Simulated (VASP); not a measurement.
# Cs4P4H7O16 (a cell with a defect) in VASP: a series of runs

The runs below take Cs4P4H7O16 (a cell with a defect) through single point, with PBE.

Everything below comes from runs of VASP 6.6.1. Logs are shortened: lines on timing, memory, paths and dates and some standing lists are left out, and cuts for length are marked.

### Step 1. The cell of the first run

The cell holds a defect, 31 atoms: a = 8.323 Å, b = 8.323 Å, c = 8.119 Å, α = 100.59°, β = 79.41°, γ = 73.82°.

### Step 2. Single point, PBE

Input file INCAR:

```
PREC     = Accurate       # precision mode
ENCUT    = 520            # plane-wave cutoff, eV
EDIFF    = 1E-6           # SCF threshold, eV
ISMEAR   = -1             # smearing method
SIGMA    = 0.05           # smearing width, eV
LREAL    = Auto         
LASPH    = True           # aspherical terms in the spheres
NELM     = 120            # most SCF steps
ALGO     = Normal         # electronic algorithm
ISIF     = 2              # what is computed and relaxed
LWAVE    = False          # write WAVECAR
LCHARG   = False          # write CHGCAR
GGA      = PE             # functional
NBANDS   = 100            # bands
NELECT   = 160.0        
GGA_COMPAT= False
```

Input file KPOINTS:

```
Automatic mesh
0
Gamma
  1 1 1
```

Input file POSCAR:

```
Cs4P4H7O16
1.0
   -4.9984530000     -6.6552530000      0.0000000000
    4.9984530000     -6.6552530000      0.0000000000
   -2.4847400000      0.0000000000      7.7298050000
Cs H P O
4 7 4 16
Direct
    0.6569908171      0.6316754440      0.7696830644
    0.3362972656      0.3791075432      0.2646897302
    0.1368724004      0.1109919558      0.7282201815
    0.8713655191      0.8894240406      0.2482210095
    0.9557861366      0.7667329021      0.6561355687
    0.0004871821      0.2396539515      0.3995443611
    0.0024563139      0.4980505790     -0.0156536937
    0.5036075811      0.2970832416      0.6789433886
    0.5136207283      0.7113364597      0.3660635682
    0.7177314921      0.2514277570     -0.0054723243
    0.4706639813      0.0230362582      0.0912183425
    0.1228903982      0.6115369782      0.7720634609
    0.8417378918      0.3928808372      0.2357627392
    0.6451148369      0.1049843705      0.7890496591
    0.3256331670      0.9025846032      0.2703561086
    0.0324511938      0.6427297497      0.6174282534
    0.8917433040      0.3310351538      0.4126494782
    0.3138649254      0.4930765989      0.6863821274
    0.6812570483      0.5537673753      0.3057256942
    0.0784459727      0.7957807471      0.8930367584
   -0.0048024961      0.4400526662      0.1460062705
    0.8153472852      0.2271525266      0.1367692975
    0.9952671078      0.5167114752      0.8582234610
    0.5836533278      0.1756566488      0.6341298390
    0.4255119052      0.8335386523      0.4179924332
    0.8143591037      0.9548749134      0.7210660554
    0.1846648982      0.0673165065      0.3370330817
    0.6647942771      0.2773036417      0.8928685782
    0.4868088658      0.9215673447      0.1463814417
    0.2870268831      0.7443388666      0.1717895859
    0.5067305301      0.0687998066      0.9090785602
```

Potentials or basis: VASP PAW PBE potentials, release 64 (Cs_sv, H, P, O).

Command:

```
$ cat potpaw_PBE.64/Cs_sv/POTCAR potpaw_PBE.64/H/POTCAR potpaw_PBE.64/P/POTCAR potpaw_PBE.64/O/POTCAR > POTCAR
$ mpirun -np 1 vasp_gam > vasp.out
```

OUTCAR:

```text
PREC = Accurate
   ENCUT = 520
   EDIFF = 1E-6
   ISMEAR = -1
   LREAL = Auto
   LASPH = True
   NELM = 120
   ISIF = 2
   GGA = PE
   NELECT = 160.0

 ion  position               nearest neighbor table
   1  0.657  0.632  0.770-
   2  0.336  0.379  0.265-
   3  0.137  0.111  0.728-
   4  0.871  0.889  0.248-
   5  0.956  0.767  0.656-  16 1.01
   6  0.000  0.240  0.400-  17 0.98
   7  0.002  0.498  0.984-  23 1.07
   8  0.504  0.297  0.679-  24 1.00
   9  0.514  0.711  0.366-  25 1.03
  10  0.718  0.251  0.995-  28 1.03
  11  0.471  0.023  0.091-  29 1.01
  12  0.123  0.612  0.772-  20 1.57  18 1.57  16 1.60  23 1.62
  13  0.842  0.393  0.236-  19 1.53  21 1.54  22 1.56  17 1.69
  14  0.645  0.105  0.789-  31 1.50  26 1.53  24 1.59  28 1.59
  15  0.326  0.903  0.270-  27 1.47  30 1.56  29 1.59  25 1.68
  16  0.032  0.643  0.617-   5 1.01  12 1.60
  17  0.892  0.331  0.413-   6 0.98  13 1.69
  18  0.314  0.493  0.686-  12 1.57
  19  0.681  0.554  0.306-  13 1.53
  20  0.078  0.796  0.893-  12 1.57
  21  0.995  0.440  0.146-  13 1.54
  22  0.815  0.227  0.137-  13 1.56
  23  0.995  0.517  0.858-   7 1.07  12 1.62
  24  0.584  0.176  0.634-   8 1.00  14 1.59
  25  0.426  0.834  0.418-   9 1.03  15 1.68
  26  0.814  0.955  0.721-  14 1.53
  27  0.185  0.067  0.337-  15 1.47
  28  0.665  0.277  0.893-  10 1.03  14 1.59
  29  0.487  0.922  0.146-  11 1.01  15 1.59
  30  0.287  0.744  0.172-  15 1.56
  31  0.507  0.069  0.909-  14 1.50

  LATTYP: Found a base centered monoclinic cell.
 ALAT       =     9.9969060000
 B/A-ratio  =     1.3314625545
 C/A-ratio  =     0.8121861289
 COS(beta)  =    -0.3060270211

  Lattice vectors:

 A1 = (   4.9984530000,  -6.6552530000,   0.0000000000)
 A2 = (   4.9984530000,   6.6552530000,   0.0000000000)
 A3 = (  -2.4847400000,   0.0000000000,   7.7298050000)

Analysis of symmetry for initial positions (statically):
=====================================================================
 Subroutine PRICEL returns:
 Original cell was already a primitive cell.

 Routine SETGRP: Setting up the symmetry group for a
 base centered monoclinic supercell.

 Subroutine GETGRP returns: Found  1 space group operations
 (whereof  1 operations were pure point group operations)
 out of a pool of  4 trial point group operations.

The static configuration has the point symmetry C_1 .

Analysis of symmetry for dynamics (positions and initial velocities):
=====================================================================
 Subroutine PRICEL returns:
 Original cell was already a primitive cell.

 Routine SETGRP: Setting up the symmetry group for a
 base centered monoclinic supercell.

 Subroutine GETGRP returns: Found  1 space group operations
 (whereof  1 operations were pure point group operations)
 out of a pool of  4 trial point group operations.

The dynamic configuration has the point symmetry C_1 .

 Subroutine INISYM returns: Found  1 space group operations
 (whereof  1 operations are pure point group operations),
 and found     1 'primitive' translations

----------------------------------------------------------------------------------------

                                     Primitive cell

  volume of cell :     514.2789

  direct lattice vectors                    reciprocal lattice vectors
    -4.998453000 -6.655253000  0.000000000    -0.100030950 -0.075128624 -0.032154873
     4.998453000 -6.655253000  0.000000000     0.100030950 -0.075128624  0.032154873
    -2.484740000  0.000000000  7.729805000     0.000000000  0.000000000  0.129369370

  length of vectors
     8.323276091  8.323276091  8.119348386     0.129168250  0.129168250  0.129369370

  position of ions in fractional coordinates (direct lattice)
     0.656990817  0.631675444  0.769683064
     0.336297266  0.379107543  0.264689730
     0.136872400  0.110991956  0.728220181
     0.871365519  0.889424041  0.248221009
     0.955786137  0.766732902  0.656135569
     0.000487182  0.239653952  0.399544361
[... 23 lines left out ...]
     0.287026883  0.744338867  0.171789586
     0.506730530  0.068799807  0.909078560

  ion indices of the primitive-cell ions
   primitive index   ion index
                 1           1
                 2           2
                 3           3
                 4           4
                 5           5
                 6           6
[... 23 lines left out ...]
                30          30
                31          31

----------------------------------------------------------------------------------------

 KPOINTS: Automatic mesh

Automatic generation of k-mesh.
 Grid dimensions read from file:
 generate k-points for:    1    1    1

 Generating k-lattice:

  Cartesian coordinates                     Fractional coordinates (reciprocal lattice)
    -0.100030950 -0.075128624 -0.032154873     1.000000000  0.000000000  0.000000000
     0.100030950 -0.075128624  0.032154873     0.000000000  1.000000000 -0.000000000
     0.000000000  0.000000000  0.129369370     0.000000000  0.000000000  1.000000000

  Length of vectors
     0.129168250  0.129168250  0.129369370

  Shift w.r.t. Gamma in fractional coordinates (k-lattice)
     0.000000000  0.000000000  0.000000000

 Subroutine IBZKPT returns following result:
 ===========================================

 Found      1 irreducible k-points:

 Following reciprocal coordinates:
            Coordinates               Weight
  0.000000  0.000000  0.000000      1.000000
   k-points           NKPTS =      1   k-points in BZ     NKDIM =      1   number of bands    NBANDS=    100
   number of dos      NEDOS =    301   number of ions     NIONS =     31
   total plane-waves  NPLWV = 245760
   dimension x,y,z NGX =    64 NGY =   64 NGZ =   60
   dimension x,y,z NGXF=   128 NGYF=  128 NGZF=  120
   ions per type =               4   7   4  16
   NGX,Y,Z   is equivalent  to a cutoff of  12.78, 12.78, 12.29 a.u.
   NGXF,Y,Z  is equivalent  to a cutoff of  25.57, 25.57, 24.57 a.u.
 SYSTEM =  unknown system
   PREC   = accura    normal or accurate (medium, high low for compatibility)
   ISTART =      0    job   : 0-new  1-cont  2-samecut
   ICHARG =      2    charge: 1-file 2-atom 10-const
   ISPIN  =      1    spin polarized calculation?
   LNONCOLLINEAR =      F non collinear calculations
   LSORBIT =      F    spin-orbit coupling
   LASPH  =      T    aspherical Exc in radial PAW
   ENCUT  =  520.0 eV  38.22 Ry    6.18 a.u.  15.48 15.48 15.10*2*pi/ulx,y,z
   NELM   =    120;   NELMIN=  2; NELMDL= -5     # of ELM steps
   EDIFF  = 0.1E-05   stopping-criterion for ELM
   LREAL  =      T    real-space projection
   EDIFFG = 0.1E-04   stopping-criterion for IOM
   NSW    =      0    number of steps for IOM
   IBRION =     -1    ionic relax: 0-MD 1-quasi-New 2-CG
   NFREE  =      0    steps in history (QN), initial steepest desc. (CG)
   ISIF   =      2    stress and relaxation
   ISYM   =      2    0-nonsym 1-usesym 2-fastsym
   POTIM  = 0.5000    time-step for ionic-motion
   TEBEG  =    0.0;   TEEND  =   0.0 temperature during run
   PSTRESS=    0.0 pullay stress
   NELECT =     160.0000    total number of electrons
   NUPDOWN=      -1.0000    fix difference up-down
   EMIN   =  10.00;   EMAX   =-10.00  energy-range for DOS
   EFERMI =   0.00;   METHOD = LEGACY
   ISMEAR =    -1;   SIGMA  =   0.05  broadening in eV -4-tet -1-fermi 0-gaus
   EFERMI_NEDOS =   21; number of points for ismear=-14 and -15
   IALGO  =     38    algorithm
   IMIX   =      4    mixing-type and parameters
     AMIX     =   0.40;   BMIX     =  1.00
     AMIX_MAG =   1.60;   BMIX_MAG =  1.00
  volume/ion in A,a.u.               =      16.59       111.95
  Fermi-wavevector in a.u.,A,eV,Ry     =   1.109299  2.096271 16.742569  1.230544
  Thomas-Fermi vector in A             =   2.245837
   LORBIT       =      0    0 simple, 1 ext, 2 COOP (PROOUT), +10 PAW based schemes
   GGA     = PE    functional components
   LHFCALC =     F    Hartree Fock is set to
   AEXX    =    0.0000 exact exchange contribution
   IVDW    =     0    specifies the selected vdW correction
   LEPSILON=     F    determine dielectric tensor
   LRPA    =     F    only Hartree local field effects (RPA)
 non-spin polarized calculation
  energy-cutoff  :      520.00
  volume of cell :      514.28
 maximum number of plane-waves:      6923
 NGX is ok and might be reduce to    64
   NGX = 31   NGY = 31   NGZ = 31

 number of electron     159.9999992 magnetization

 Free energy of the ion-electron system (eV)
  ---------------------------------------------------
  ext. energy  EPLUGINS =         0.00000000
  ---------------------------------------------------
  free energy    TOTEN  =      -182.63233820 eV

  energy without entropy =     -182.63233820  energy(sigma->0) =     -182.63233820

 E-fermi :   1.0604     XC(G=0):  -8.0189

 val. band max:       -0.2195703637   @ k =   0.0000   0.0000   0.0000
 cond. band min:       3.9785138883   @ k =   0.0000   0.0000   0.0000
 fundamental gap:      4.1980842519
 Fermi energy:         1.0604262147

 k-point     1 :       0.0000    0.0000    0.0000
  band No.  band energies     occupation
      1     -21.7389      2.00000
      2     -21.0950      2.00000
      3     -20.9583      2.00000
      4     -20.2875      2.00000
      5     -20.1851      2.00000
      6     -20.1050      2.00000
[... 84 lines left out ...]
     91       6.9898      0.00000
     92       7.1192      0.00000
 [bands above 92 left out]

------------------------ aborting loop because EDIFF is reached ----------------------------------------

  FORCE on cell =-STRESS in cart. coord.  units (eV):
  Direction    XX          YY          ZZ          XY          YZ          ZX
  --------------------------------------------------------------------------------------
  -------------------------------------------------------------------------------------
  Total       -0.8945991      4.6588167      6.4543143      1.6731636      1.5534949     -3.1436299
  in kB       -2.7870217     14.5140124     20.1076805      5.2125506      4.8397362     -9.7936205
  external PRESSURE =      10.6115571 kB  Pullay stress =       0.0000000 kB

 VOLUME and BASIS-vectors are now :
 -----------------------------------------------------------------------------
  energy-cutoff  :      520.00
  volume of cell :      514.28
      direct lattice vectors                 reciprocal lattice vectors
    -4.998453000 -6.655253000  0.000000000    -0.100030950 -0.075128624 -0.032154873
     4.998453000 -6.655253000  0.000000000     0.100030950 -0.075128624  0.032154873
    -2.484740000  0.000000000  7.729805000     0.000000000  0.000000000  0.129369370

 POSITION                                       TOTAL-FORCE (eV/Angst)
 -----------------------------------------------------------------------------------
     -2.03900     -8.57640      5.94950         0.351423      0.335752     -0.063330
     -0.44370     -4.76120      2.04600         0.352685     -0.374469      0.195669
     -1.93880     -1.64960      5.62900        -0.259047      0.171841      0.405111
     -0.52650    -11.71850      1.91870        -0.098534     -0.038401      0.066487
     -2.57530    -11.46380      5.07180         0.217925      0.098804     -0.160208
      0.20270     -1.59820      3.08840        -0.177253      0.036599     -0.771093
[... 23 lines left out ...]
      1.85900     -6.86400      1.32790         0.624376     -1.393133      1.282640
     -4.44780     -3.83030      7.02700         0.690108      1.010640      0.014045
 -----------------------------------------------------------------------------------
    total drift:                                0.008424     -0.023882     -0.006086

  FREE ENERGIE OF THE ION-ELECTRON SYSTEM (eV)
  ---------------------------------------------------
  free  energy   TOTEN  =      -182.6323381988 eV

  energy  without entropy=     -182.6323381988  energy(sigma->0) =     -182.63233820
```

Wall time 1.7 min (1 thread of Intel Xeon Platinum 8259CL at 2.50GHz (Skylake/Cascade Lake), shared host); peak memory 0.52 GiB.

What came out:

- Free energy: -182.6323 eV
- Largest force: 6.019 eV/Å

Forces on the atoms (eV/Å):
```
Cs   0.351  0.336 -0.063
Cs   0.353 -0.374  0.196
Cs  -0.259  0.172  0.405
Cs  -0.099 -0.038  0.066
H    0.218  0.099 -0.160
H   -0.177  0.037 -0.771
H    0.091  0.340 -0.500
H    0.194  0.379 -0.380
H    0.399 -0.344  0.166
H   -0.176 -0.615  0.360
H   -0.745  0.659 -0.635
P    0.498 -1.922  0.833
P   -0.821  0.667  1.424
P   -1.029 -0.531  0.268
P   -4.852  2.994 -1.928
O    0.219 -0.241 -0.928
O    1.553 -0.278 -0.047
O    1.276  0.905  1.107
O   -0.659  0.457 -0.050
O   -1.914  1.007 -1.342
O   -0.322 -0.221 -0.492
O    0.849 -0.532 -0.293
O   -1.137 -0.370  0.857
O    0.434  0.210 -0.409
O    1.334  0.270 -0.223
O    1.270 -0.109 -0.376
O    1.829 -0.559  1.596
O   -0.325 -0.658  0.128
O    0.333 -1.353 -0.105
O    0.624 -1.393  1.283
O    0.690  1.011  0.014
```

Caveat: the k points lie up to 0.81 Å⁻¹ apart; the cell carries a net charge on a neutralising background, which shifts energy and pressure; the cell is charged against a uniform background, so pressure and absolute levels hang on convention; spin-orbit coupling is left out, which moves the levels of the heavy elements.

### Step 3. Single point, PBE

Input file INCAR:

```
SYSTEM = Cs4P4H7O16
PREC = Accurate ; ENCUT = 520
EDIFF = 1E-6 ; ISMEAR = -1
SIGMA = 0.05 ; LREAL = Auto
LASPH = .True. ; NELM = 120
ALGO = Normal ; ISIF = 2
LWAVE = .False. ; LCHARG = .False.
GGA = PE ; NBANDS = 100
NELECT = 160.0 ; GGA_COMPAT = .False.
```

Input file KPOINTS:

```
Automatic mesh
0
Gamma
  1 1 1
  0 0 0
```

Input file POSCAR:

```
Cs4P4H7O16
1.0
   -4.9984530000     -6.6552530000      0.0000000000
    4.9984530000     -6.6552530000      0.0000000000
   -2.4847400000      0.0000000000      7.7298050000
Cs H P O
4 7 4 16
Direct
    0.6392891199      0.6484605720      0.8058159294
    0.3350491242      0.3807463534      0.2531111716
    0.1334618721      0.1017508238      0.7210789923
    0.9048962301      0.8729625530      0.2611061987
    0.9338385020      0.7645041455      0.6536258030
    0.0013283114      0.2246135123      0.3924678566
   -0.0237713850      0.5026262084     -0.0309192793
    0.4798645160      0.3134937530      0.6926694787
    0.4991373663      0.7127324154      0.3921314962
    0.7555952533      0.2527661118      0.0225102703
    0.4872458352     -0.0484195427      0.0558616938
    0.1249557978      0.5995546003      0.7541069923
    0.8093649448      0.4002810296      0.2618436041
    0.6454344076      0.1059720378      0.7900716771
    0.3203604838      0.8995480606      0.2843926852
    0.0023593834      0.6395245540      0.6088122533
    0.8854484782      0.3197198302      0.4009803611
    0.3054718580      0.4800730342      0.6484122174
    0.6317304961      0.5261368307      0.3487668835
    0.0757773204      0.7732813104      0.8816781277
   -0.0534854508      0.4759938062      0.1700689733
    0.8260075142      0.2247113690      0.1308183065
    1.0280975740      0.4726417668      0.8373432448
    0.5471162562      0.1838552035      0.6452814786
    0.3719222990      0.8283927002      0.4432841449
    0.8214856553      0.9536083944      0.6838982355
    0.1670985416      0.0570552208      0.3579262349
    0.6762324175      0.2824388757      0.8853004701
    0.4861140702      0.9392562350      0.1954771175
    0.2787705767      0.7654121162      0.1645060904
    0.5096214201      0.0552106006      0.9091691188
```

Potentials or basis: VASP PAW PBE potentials, release 64 (Cs_sv, H, P, O).

Command:

```
$ cat potpaw_PBE.64/Cs_sv/POTCAR potpaw_PBE.64/H/POTCAR potpaw_PBE.64/P/POTCAR potpaw_PBE.64/O/POTCAR > POTCAR
$ mpirun -np 1 vasp_gam > vasp.out
```

It took 1.7 min on 1 thread of Intel Xeon Platinum 8259CL at 2.50GHz (Skylake/Cascade Lake), shared host; peak memory 0.52 GiB.

It converged, with:

```yaml
Free_energy: -181.7411 eV
Largest_force: 3.945 eV/Å
```

Forces on the atoms (eV/Å):
```
Cs  -0.185  0.473 -0.362
Cs   0.157 -0.014  0.081
Cs  -0.161  0.184  0.762
Cs   0.233  0.140  0.149
H    0.565 -0.183 -0.098
H    1.362  0.229 -0.781
H   -0.598 -0.176 -0.324
H   -0.934  0.887 -0.799
H    2.102  0.642  1.028
H   -0.666 -0.170  0.397
H   -0.380 -0.826  2.723
P    1.234  1.584 -1.141
P   -2.186 -2.638 -1.956
P    0.274 -2.029 -1.142
P   -1.026  1.569 -0.783
O   -2.021 -0.562  0.629
O   -1.519 -0.174  2.150
O    1.073 -0.198  1.103
O    0.858  0.197  0.059
O   -1.125  0.008 -0.434
O    0.921  1.399  0.457
O    2.245  0.819 -1.205
O    0.373 -0.682  0.665
O   -0.326 -0.361  1.018
O   -3.246 -0.853 -0.948
O    3.334  0.384  1.705
O    2.081 -0.863  1.095
O   -1.659  1.882 -0.067
O    0.697 -0.741 -3.103
O   -0.842  0.110 -0.785
O   -0.636 -0.039 -0.094
```

Levels at points of the mesh, in eV from the Fermi level:
```csv
k point,band 76,band 77,band 78,band 79,band 80,band 81,band 82,band 83,band 84,band 85
"(0.00, 0.00, 0.00)",-1.55,-1.52,-1.47,-1.32,-1.26,3.17,4.85,5.08,5.37,5.43
```

Caveat: the k points lie up to 0.81 Å⁻¹ apart; the cell carries a net charge on a neutralising background, which shifts energy and pressure; the cell is charged against a uniform background, so pressure and absolute levels hang on convention; spin-orbit coupling is left out, which moves the levels of the heavy elements.

(Part 1 of 2 ends here.)
